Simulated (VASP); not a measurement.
YPt3:

```
CELL_PARAMETERS angstrom
4.06900 0.00000 0.00000
0.00000 4.06900 0.00000
0.00000 0.00000 4.06900
ATOMIC_POSITIONS crystal
Y 0.00000 0.00000 0.00000
Pt 0.00000 0.50000 0.50000
Pt 0.50000 0.00000 0.50000
Pt 0.50000 0.50000 0.00000
```

* Program: VASP 6.6.1
* Task: relaxation of cell and atoms
* Functional: LDA
* Potentials or basis: VASP PAW LDA potentials, release 64 (Y_sv, Pt)
* Cutoff: 600 eV
* k mesh: 6 × 6 × 6
* Occupations: methfessel-paxton, width 0.1 eV
* Spin: no spin polarisation

At the start: pressure -5.0 GPa; volume 16.84 Å³/atom.

Problem. How do energy, volume and symmetry change on relaxing?

Solution. Over 3 steps the energy falls by 6.7 meV/atom and the volume is 16.43 Å³/atom (-2.4 %); space group Pm-3m (No. 221, to 0.1 Å) before and after.

The path:
```
step  energy change (eV)  largest force (eV/Å)  pressure (GPa)  volume (Å³)
   1              0.0000                0.0000           -5.02        67.37
   2              0.0991                0.0000           12.70        62.36
   3             -0.0267                0.0000           -0.10        65.73
```

Final structure:
```xyz
4
Lattice="4.0358 0.0000 0.0000 0.0000 4.0358 0.0000 0.0000 0.0000 4.0358" Properties=species:S:1:pos:R:3 pbc="T T T"
Y     0.0000    0.0000    0.0000
Pt    0.0000    2.0179    2.0179
Pt    2.0179    0.0000    2.0179
Pt    2.0179    2.0179    0.0000
```
